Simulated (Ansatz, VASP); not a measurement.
## Te3MoPt in VASP and in Ansatz

The input INCAR:

```
SYSTEM = Te3MoPt
  ALGO = Normal
  EDIFF = 1E-7
  ENCUT = 520
  GGA = PE
  ISIF = 2
  ISMEAR = 0
  ISPIN = 2
  LASPH = .TRUE.
  LCHARG = .FALSE.
  LMAXMIX = 4
  LORBIT = 11
  LREAL = .FALSE.
  LWAVE = .FALSE.
  MAGMOM = 0 0 0 1 0
  NBANDS = 33
  NELM = 150
  PREC = Accurate
  SIGMA = 0.1
```

The input KPOINTS:

```
k-points
0
G
  4 4 4
  0 0 0
```

The input POSCAR:

```
Te3MoPt
1.0
    5.1991471734      0.0000000000      0.0000000000
    0.0000000000      5.1991471734      0.0000000000
    0.0000000000      0.0000000000      5.1991471734
Te Mo Pt
3 1 1
Direct
    0.5000000000      0.0000000000      0.5000000000
    0.0000000000      0.5000000000      0.5000000000
    0.5000000000      0.5000000000      0.0000000000
    0.0000000000      0.0000000000      0.0000000000
    0.5000000000      0.5000000000      0.5000000000
```

Input for Ansatz:

```yaml
crystal:
  lattice:
    - [5.1991471734, 0.0, 0.0]
    - [0.0, 5.1991471734, 0.0]
    - [0.0, 0.0, 5.1991471734]
  atoms:
    - { symbol: Te, position: [0.5, 0.0, 0.5] }
    - { symbol: Te, position: [0.0, 0.5, 0.5] }
    - { symbol: Te, position: [0.5, 0.5, 0.0] }
    - { symbol: Mo, position: [0.0, 0.0, 0.0], spin: 1.0 }
    - { symbol: Pt, position: [0.5, 0.5, 0.5] }
basis:
  ecutwfc: 420
kpoints:
  mp_grid: { grid: [4, 4, 4] }
hamiltonian:
  xc: pbe
scf:
  occupations: { method: gaussian, width: 0.1 }
  lower_state_search: "off"
output:
  forces: true
  stress: true
  eigenvalues: true
  populations: true
magnetization:
  spin_polarized: true
```

Change from the starting cell: species swapped into the KAgF3 type (Cmmm, No. 65).

Alike in both runs: task single point; functional PBE; k mesh 4 × 4 × 4; occupations gaussian, width 0.1 eV; collinear spin.

|  | VASP | Ansatz |
| --- | --- | --- |
| version | VASP 6.6.1 | Ansatz 0.2.0 |
| potentials or method | VASP PAW PBE potentials, release 64 (Te, Mo_sv, Pt), cutoff 520 eV | scalar-relativistic, plane waves, PAW |
| valence electrons in the cell | 42 | 80 |

VASP gave:

```
gap on the k mesh at the Fermi level (eV)                     : none
pressure (GPa)                                                : 3.5
net moment per atom (μB)                                      : 0.58
size of the moment on the site where the two differ most (μB) : 3.35
```

Q: Estimate Ansatz's values.

A: gap on the k mesh at the Fermi level (eV): none; pressure (GPa): 3.7; net moment per atom (μB): 0.58; size of the moment on the site where the two differ most (μB): 3.71.

Site moments also hang on the region over which each program counts them. A gap of «none» marks a metal or a gap that the smearing closes. VASP's potentials hold 42 valence electrons a cell and Ansatz's 80, so a difference there can come from the potentials and not from the codes.

Neither program's run includes spin-orbit coupling.
